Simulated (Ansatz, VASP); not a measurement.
# Two plane-wave programs on SrCl2

```
Sr Cl
1.0
     0.00000    3.48038    3.77099
     3.48038    0.00000    3.77099
     3.48038    3.48038    0.00000
Sr Cl
1 2
Direct
  0.00000 0.00000 0.00000
  0.25000 0.25000 0.25000
  0.75000 0.75000 0.75000
```

Alike in both runs: task single point; functional PBE; k mesh 6 × 6 × 6; occupations gaussian, width 0.05 eV; no spin polarisation.

|  | VASP | Ansatz |
| --- | --- | --- |
| version | VASP 6.6.1 | Ansatz 0.2.0 |
| potentials or method | VASP PAW PBE potentials, release 64 (Sr_sv, Cl), cutoff 520 eV | scalar-relativistic, plane waves, PAW |
| valence electrons in the cell | 24 | 24 |

VASP gave:

* gap on the k mesh at the Fermi level (eV): 4.73
* least direct gap on the mesh (eV): 5.01
* pressure (GPa): -1.3
* traceless stress, the component that is largest in VASP (GPa): -2.47

Which values does Ansatz return?

gap on the k mesh at the Fermi level (eV): 4.73; least direct gap on the mesh (eV): 5.01; pressure (GPa): -1.4; traceless stress, the component that is largest in VASP (GPa): -2.48.
